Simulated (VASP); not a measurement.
# GePt (F-43m) in VASP: relaxation of cell and atoms with PBE

Aim: the relaxation of cell and atoms of GePt with PBE.

Everything below comes from runs of VASP 6.6.1. Logs are shortened: lines on timing, memory, paths and dates and some standing lists are left out, and cuts for length are marked.

### 1 The cell of the first run

It takes space group F-43m (No. 216, cubic). Conventional cell: a = 5.628 Å, b = 5.628 Å, c = 5.628 Å, α = 90.00°, β = 90.00°, γ = 90.00°. Ge (site symmetry -43m) has 4 Pt at 2.44 Å within 3.2 Å. Pt (site symmetry -43m) has 4 Ge at 2.44 Å within 3.2 Å.

The cell was built from a structure type or drawn by symmetry, and may not be a known phase.

### 2 Relaxation of cell and atoms, PBE

INCAR

```
SYSTEM = GePt
PREC = Accurate
ENCUT = 600
EDIFF = 1E-6
ISMEAR = 0
SIGMA = 0.1
LREAL = .False.
LASPH = .True.
NELM = 80
ALGO = Normal
ISIF = 3
LWAVE = .False.
LCHARG = .False.
GGA = PE
IBRION = 2
NSW = 100
EDIFFG = -0.01
```

KPOINTS

```
Automatic mesh
0
Gamma
  18 18 18
  0 0 0
```

POSCAR

```
GePt
1.0
    0.0000000000      2.8138738500      2.8138738500
    2.8138738500      0.0000000000      2.8138738500
    2.8138738500      2.8138738500      0.0000000000
Ge Pt
1 1
Direct
    0.0000000000      0.0000000000      0.0000000000
    0.2500000000      0.2500000000      0.2500000000
```

Potentials or basis: VASP PAW PBE potentials, release 64 (Ge_d, Pt).

The run is started by

```
> cat potpaw_PBE.64/Ge_d/POTCAR potpaw_PBE.64/Pt/POTCAR > POTCAR
> mpirun -np 1 vasp_std > vasp.out
```

OUTCAR:

```text
SYSTEM = GePt
   PREC = Accurate
   ENCUT = 600
   EDIFF = 1E-6
   ISMEAR = 0
   LREAL = .False.
   LASPH = .True.
   NELM = 80
   ISIF = 3
   GGA = PE
   IBRION = 2
   NSW = 100
   EDIFFG = -0.01

 ion  position               nearest neighbor table
   1  0.000  0.000  0.000-   2 2.44   2 2.44   2 2.44   2 2.44
   2  0.250  0.250  0.250-   1 2.44   1 2.44   1 2.44   1 2.44

  LATTYP: Found a face centered cubic cell.
 ALAT       =     5.6277477000

  Lattice vectors:

 A1 = (   0.0000000000,   2.8138738500,   2.8138738500)
 A2 = (   2.8138738500,   0.0000000000,   2.8138738500)
 A3 = (   2.8138738500,   2.8138738500,   0.0000000000)

Analysis of symmetry for initial positions (statically):
=====================================================================
 Subroutine PRICEL returns:
 Original cell was already a primitive cell.

 Routine SETGRP: Setting up the symmetry group for a
 face centered cubic supercell.

 Subroutine GETGRP returns: Found 24 space group operations
 (whereof 24 operations were pure point group operations)
 out of a pool of 48 trial point group operations.

The static configuration has the point symmetry T_d .

Analysis of symmetry for dynamics (positions and initial velocities):
=====================================================================
 Subroutine PRICEL returns:
 Original cell was already a primitive cell.

 Routine SETGRP: Setting up the symmetry group for a
 face centered cubic supercell.

 Subroutine GETGRP returns: Found 24 space group operations
 (whereof 24 operations were pure point group operations)
 out of a pool of 48 trial point group operations.

The dynamic configuration has the point symmetry T_d .

 Subroutine INISYM returns: Found 24 space group operations
 (whereof 24 operations are pure point group operations),
 and found     1 'primitive' translations

----------------------------------------------------------------------------------------

                                     Primitive cell

  volume of cell :      44.5599

  direct lattice vectors                    reciprocal lattice vectors
     0.000000000  2.813873850  2.813873850    -0.177690979  0.177690979  0.177690979
     2.813873850  0.000000000  2.813873850     0.177690979 -0.177690979  0.177690979
     2.813873850  2.813873850  0.000000000     0.177690979  0.177690979 -0.177690979

  length of vectors
     3.979418561  3.979418561  3.979418561     0.307769804  0.307769804  0.307769804

  position of ions in fractional coordinates (direct lattice)
     0.000000000  0.000000000  0.000000000
     0.250000000  0.250000000  0.250000000

  ion indices of the primitive-cell ions
   primitive index   ion index
                 1           1
                 2           2

----------------------------------------------------------------------------------------

 KPOINTS: Automatic mesh

Automatic generation of k-mesh.
 Grid dimensions read from file:
 generate k-points for:   18   18   18

 Generating k-lattice:

  Cartesian coordinates                     Fractional coordinates (reciprocal lattice)
    -0.009871721  0.009871721  0.009871721     0.055555556  0.000000000  0.000000000
     0.009871721 -0.009871721  0.009871721     0.000000000  0.055555556  0.000000000
     0.009871721  0.009871721 -0.009871721     0.000000000  0.000000000  0.055555556

  Length of vectors
     0.017098322  0.017098322  0.017098322

[... 51 lines left out ...]
   ENCUT  =  600.0 eV  44.10 Ry    6.64 a.u.   7.95  7.95  7.95*2*pi/ulx,y,z
   NELM   =     80;   NELMIN=  2; NELMDL= -5     # of ELM steps
   EDIFF  = 0.1E-05   stopping-criterion for ELM
   LREAL  =      F    real-space projection
   EDIFFG = -.1E-01   stopping-criterion for IOM
   NSW    =    100    number of steps for IOM
   IBRION =      2    ionic relax: 0-MD 1-quasi-New 2-CG
   NFREE  =      1    steps in history (QN), initial steepest desc. (CG)
   ISIF   =      3    stress and relaxation
   ISYM   =      2    0-nonsym 1-usesym 2-fastsym
   POTIM  = 0.5000    time-step for ionic-motion
   TEBEG  =    0.0;   TEEND  =   0.0 temperature during run
   PSTRESS=    0.0 pullay stress
   NELECT =      24.0000    total number of electrons
   NUPDOWN=      -1.0000    fix difference up-down
   EMIN   =  10.00;   EMAX   =-10.00  energy-range for DOS
   EFERMI =   0.00;   METHOD = LEGACY
   ISMEAR =     0;   SIGMA  =   0.10  broadening in eV -4-tet -1-fermi 0-gaus
   EFERMI_NEDOS =   21; number of points for ismear=-14 and -15
   IALGO  =     38    algorithm
   IMIX   =      4    mixing-type and parameters
     AMIX     =   0.40;   BMIX     =  1.00
     AMIX_MAG =   1.60;   BMIX_MAG =  1.00
  volume/ion in A,a.u.               =      22.28       150.35
  Fermi-wavevector in a.u.,A,eV,Ry     =   1.331979  2.517075 24.139012  1.774167
  Thomas-Fermi vector in A             =   2.460949
   LORBIT       =      0    0 simple, 1 ext, 2 COOP (PROOUT), +10 PAW based schemes
   GGA     = PE    functional components
   LHFCALC =     F    Hartree Fock is set to
   AEXX    =    0.0000 exact exchange contribution
   IVDW    =     0    specifies the selected vdW correction
   LEPSILON=     F    determine dielectric tensor
   LRPA    =     F    only Hartree local field effects (RPA)
 conjugate gradient relaxation of ions
 non-spin polarized calculation
 Gauss-broadening in eV      SIGMA  =   0.10
  energy-cutoff  :      600.00
  volume of cell :       44.56
 maximum number of plane-waves:      1524
   NGX = 15   NGY = 15   NGZ = 15

--------------------------------------- Ionic step        1  -------------------------------------------

 number of electron      23.9999997 magnetization

 Free energy of the ion-electron system (eV)
  ---------------------------------------------------
  ext. energy  EPLUGINS =         0.00000000
  ---------------------------------------------------
  free energy    TOTEN  =       -11.00347836 eV

  energy without entropy =      -10.99784243  energy(sigma->0) =      -11.00066039

------------------------ aborting loop because EDIFF is reached ----------------------------------------

  FORCE on cell =-STRESS in cart. coord.  units (eV):
  Direction    XX          YY          ZZ          XY          YZ          ZX
  --------------------------------------------------------------------------------------
  -------------------------------------------------------------------------------------
  Total        0.0248602      0.0248602      0.0248602     -0.0000000      0.0000000     -0.0000000
  in kB        0.8938622      0.8938622      0.8938622     -0.0000000      0.0000000     -0.0000000
  external PRESSURE =       0.8938622 kB  Pullay stress =       0.0000000 kB

 VOLUME and BASIS-vectors are now :
 -----------------------------------------------------------------------------
  energy-cutoff  :      600.00
  volume of cell :       44.56
      direct lattice vectors                 reciprocal lattice vectors
     0.000000000  2.813873850  2.813873850    -0.177690979  0.177690979  0.177690979
     2.813873850  0.000000000  2.813873850     0.177690979 -0.177690979  0.177690979
     2.813873850  2.813873850  0.000000000     0.177690979  0.177690979 -0.177690979

 POSITION                                       TOTAL-FORCE (eV/Angst)
 -----------------------------------------------------------------------------------
      0.00000      0.00000      0.00000        -0.000000     -0.000000     -0.000000
      1.40694      1.40694      1.40694         0.000000      0.000000      0.000000
 -----------------------------------------------------------------------------------
    total drift:                                0.000001      0.000001      0.000001

  FREE ENERGIE OF THE ION-ELECTRON SYSTEM (eV)
  ---------------------------------------------------
  free  energy   TOTEN  =       -11.0034783620 eV

  energy  without entropy=      -10.9978424258  energy(sigma->0) =      -11.00066039

--------------------------------------- Ionic step        2  -------------------------------------------

 number of electron      23.9999999 magnetization

 Free energy of the ion-electron system (eV)
  ---------------------------------------------------
  ext. energy  EPLUGINS =         0.00000000
  ---------------------------------------------------
  free energy    TOTEN  =       -11.00347197 eV

  energy without entropy =      -10.99782760  energy(sigma->0) =      -11.00064978

 E-fermi :   5.4211     XC(G=0): -10.4445

 val. band max:        5.4209246986   @ k =   0.3333   0.1111   0.0000
 cond. band min:       5.4450585081   @ k =  -0.2222   0.1667   0.0556
 fundamental gap:      0.0241338095
 Fermi energy:         5.4210713508

 k-point     1 :       0.0000    0.0000    0.0000
  band No.  band energies     occupation
      1     -19.1727      2.00000
      2     -19.1727      2.00000
      3     -19.1727      2.00000
      4     -19.1507      2.00000
      5     -19.1507      2.00000
      6      -5.3202      2.00000
[... 433 lines left out ...]
      3     -19.1727      2.00000
      4     -19.1497      2.00000
      5     -19.1494      2.00000
      6      -4.6693      2.00000
[... 8 lines left out ...]
     15      10.9965      0.00000
     16      13.9501      0.00000

 [... further k-points ...]

------------------------ aborting loop because EDIFF is reached ----------------------------------------

  FORCE on cell =-STRESS in cart. coord.  units (eV):
  Direction    XX          YY          ZZ          XY          YZ          ZX
  --------------------------------------------------------------------------------------
  -------------------------------------------------------------------------------------
  Total       -0.0156280     -0.0156280     -0.0156280      0.0000000     -0.0000000     -0.0000000
  in kB       -0.5609061     -0.5609061     -0.5609061      0.0000000     -0.0000000     -0.0000000
  external PRESSURE =      -0.5609061 kB  Pullay stress =       0.0000000 kB

 VOLUME and BASIS-vectors are now :
 -----------------------------------------------------------------------------
  energy-cutoff  :      600.00
  volume of cell :       44.64
      direct lattice vectors                 reciprocal lattice vectors
     0.000000000  2.815561218  2.815561218    -0.177584489  0.177584489  0.177584489
     2.815561218  0.000000000  2.815561218     0.177584489 -0.177584489  0.177584489
     2.815561218  2.815561218  0.000000000     0.177584489  0.177584489 -0.177584489

 POSITION                                       TOTAL-FORCE (eV/Angst)
 -----------------------------------------------------------------------------------
      2.81556      5.63112      2.81556        -0.000000     -0.000000     -0.000000
      1.40778      1.40778      1.40778         0.000000      0.000000      0.000000
 -----------------------------------------------------------------------------------
    total drift:                                0.000001      0.000001      0.000001

  FREE ENERGIE OF THE ION-ELECTRON SYSTEM (eV)
  ---------------------------------------------------
  free  energy   TOTEN  =       -11.0034719659 eV

  energy  without entropy=      -10.9978276015  energy(sigma->0) =      -11.00064978

 reached required accuracy - stopping structural energy minimisation
```

It took 1.8 min on 1 thread of Intel Xeon Platinum 8488C (Sapphire Rapids), shared host; peak memory 0.32 GiB.

What came out:

| Property | Result |
| --- | --- |
| Free energy | -11.0035 eV |
| Relaxed volume | 22.32 Å³/atom |
| Relaxed cell | a = 3.982 Å, b = 3.982 Å, c = 3.982 Å, α = 60.00°, β = 60.00°, γ = 60.00° |
| Space group after relaxing (to 0.1 Å) | F-43m (No. 216) |
| Ionic steps | 2 |
| Pressure after relaxing | -0.1 GPa |
| Band gap on the k mesh | zero (bands 12 and 13 overlap by 5.32 eV) |

Final structure:
```cif
data_structure
_symmetry_space_group_name_H-M 'P 1'
_symmetry_Int_Tables_number 1
_cell_length_a 3.9818
_cell_length_b 3.9818
_cell_length_c 3.9818
_cell_angle_alpha 60.000
_cell_angle_beta 60.000
_cell_angle_gamma 60.000
_cell_volume 44.64
loop_
_atom_site_label
_atom_site_type_symbol
_atom_site_fract_x
_atom_site_fract_y
_atom_site_fract_z
_atom_site_occupancy
Ge1 Ge 0.00000 0.00000 0.00000 1
Pt1 Pt 0.25000 0.25000 0.25000 1
```

Caveat: spin-orbit coupling is left out, which moves the levels of the heavy elements.
